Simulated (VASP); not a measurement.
A run of VASP 6.6.1 is set up as follows.

The input INCAR:

```
SYSTEM = Al2Cu
PREC     = Accurate       ! precision mode
ENCUT    = 520            ! plane-wave cutoff, eV
EDIFF    = 1E-7           ! SCF threshold, eV
ISMEAR   = 0              ! smearing method
SIGMA    = 0.1            ! smearing width, eV
LREAL    = .FALSE.        ! projectors in reciprocal space
LASPH    = .TRUE.         ! aspherical terms in the spheres
NELM     = 100            ! most SCF steps
ALGO     = Fast           ! electronic algorithm
ISIF     = 2              ! what is computed and relaxed
LWAVE    = .FALSE.        ! write WAVECAR
LCHARG   = .FALSE.        ! write CHGCAR
GGA      = PE             ! functional
NBANDS   = 16             ! bands
```

KPOINTS

```
Automatic mesh
0
G
  24 24 24
  0 0 0
```

Contents of POSCAR:

```
Al2Cu
1.0
   -1.3911270000      1.3911270000      5.6892322000
    1.3911270000     -1.3911270000      5.6892322000
    1.3911270000      1.3911270000     -5.6892322000
Al Cu
2 1
Direct
    0.6545720000      0.6545720000      0.0000000000
    0.3454280000      0.3454280000      0.0000000000
    0.0000000000      0.0000000000      0.0000000000
```

Potentials or basis: VASP PAW PBE potentials, release 64 (Al, Cu).

The run is started by

```bash
$ cat potpaw_PBE.64/Al/POTCAR potpaw_PBE.64/Cu/POTCAR > POTCAR
$ mpirun -np 1 vasp_std > vasp.out
```

(1) What does it give for the pressure?

(2) Predict the band gap on the k mesh.

Answers

(1) 0.1 GPa.

(2) zero (an odd number of electrons rules out a gap without spin polarisation).
